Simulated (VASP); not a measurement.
NbIn2Se3:

```
Nb In Se
1.0
     4.81793    0.00000    0.00000
     0.00000    4.81793    0.00000
     0.00000    0.00000    7.67892
Nb In Se
1 2 3
Direct
  0.00000 0.00000 0.00000
  0.00000 0.00000 0.64869
  0.00000 0.00000 0.35131
  0.50000 0.50000 0.00000
  0.50000 0.50000 0.28601
  0.50000 0.50000 0.71399
```

The cell was generated, and may not be a known phase.

```yaml
Program: VASP 6.6.1
Task: relaxation of cell and atoms
Functional: PBE
Potentials_or_basis: VASP PAW PBE potentials, release 64 (Nb_sv, In_d, Se)
Cutoff: 500 eV
k_mesh: 3 × 3 × 2
Occupations: gaussian, width 0.15 eV
Spin: no spin polarisation
```

At the start: pressure 6.1 GPa; volume 29.71 Å³/atom.

Q: How do energy, volume and symmetry change on relaxing?

A: Over 29 steps the energy falls by 1281.1 meV/atom and the volume is 26.30 Å³/atom (-11.5 %); space group P4/mmm (No. 123, to 0.1 Å) before and after.

Step by step:
```tsv
step	energy change (eV)	largest force (eV/Å)	pressure (GPa)	volume (Å³)
1	0.0000	6.0554	6.12	178.25
2	-4.1804	0.2127	-9.07	199.59
3	-4.2068	0.2415	-9.07	199.90
4	-6.7536	0.4121	0.19	152.83
5	-6.7576	0.4262	0.94	151.45
6	-6.8269	0.5332	1.48	152.28
7	-6.9801	0.8931	3.14	154.48
8	-6.9837	0.9673	3.89	155.33
9	-6.9961	0.9642	3.74	155.87
10	-7.0280	0.9507	3.29	157.47
11	-7.0661	0.9002	2.34	160.67
12	-7.0722	0.8870	1.84	162.25
13	-7.1078	0.8526	1.39	162.74
14	-7.1859	0.7563	0.14	164.19
15	-7.2222	0.5918	-1.98	167.00
16	-7.2271	0.6301	-1.48	166.29
17	-7.2461	0.6265	-1.29	165.26
18	-7.2924	0.6179	-0.68	162.21
19	-7.3322	0.5710	0.74	156.17
20	-7.3714	0.5496	0.60	156.11
21	-7.4811	0.5742	0.33	155.90
22	-7.4617	0.8789	0.63	155.49
23	-7.5266	0.5046	0.32	155.73
24	-7.5708	0.4340	0.32	155.99
25	-7.6515	0.2863	0.30	156.66
26	-7.6605	0.3365	-0.01	157.69
27	-7.6682	0.3531	0.13	157.41
28	-7.6831	0.1821	0.12	157.64
29	-7.6868	0.0587	0.13	157.82
```

Final structure:
```
Nb In Se
1.0
     3.67244    0.00000    0.00000
     0.00000    3.67244    0.00000
     0.00000    0.00000   11.70174
Nb In Se
1 2 3
Cartesian
  0.0000 0.0000 0.0000
  0.0000 0.0000 8.7570
  0.0000 0.0000 2.9447
  1.8362 1.8362 0.0000
  1.8362 1.8362 4.1690
  1.8362 1.8362 7.5328
```

Caveat: the k points lie up to 0.57 Å⁻¹ apart in the final cell, too coarse for converged energies and pressures of a metal; a cell axis changed by over 15 % at a fixed basis, so the end point is rough; this functional lacks dispersion, which binds layers or chains, so the pressure and a relaxed spacing across them are unreliable; the relaxation stopped at a loose force limit of 0.08 eV/Å, so its end isn't a converged minimum.
